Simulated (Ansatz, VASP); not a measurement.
**AlN in VASP and in Ansatz**

```
CELL_PARAMETERS angstrom
0.00000 1.98821 1.98821
1.98821 0.00000 1.98821
1.98821 1.98821 0.00000
ATOMIC_POSITIONS crystal
Al 0.00000 0.00000 0.00000
N 0.50000 0.50000 0.50000
```

Alike in both runs: task single point; functional PBE; k mesh 10 × 10 × 10; no spin polarisation.

|  | VASP | Ansatz |
| --- | --- | --- |
| version | VASP 6.6.1 | Ansatz 0.2.0 |
| potentials or method | VASP PAW PBE potentials, release 64 (Al, N), cutoff 600 eV | scalar-relativistic, plane waves, PAW |
| occupations | gaussian, width 0.01 eV | fixed |
| valence electrons in the cell | 8 | 8 |

Ansatz gave:

```
gap on the k mesh at the Fermi level (eV) : 5.12
least direct gap on the mesh (eV)         : 6.40
pressure (GPa)                            : 20.3
```

Task: Estimate VASP's values.

Result: gap on the k mesh at the Fermi level (eV): 5.10; least direct gap on the mesh (eV): 6.42; pressure (GPa): 19.8.
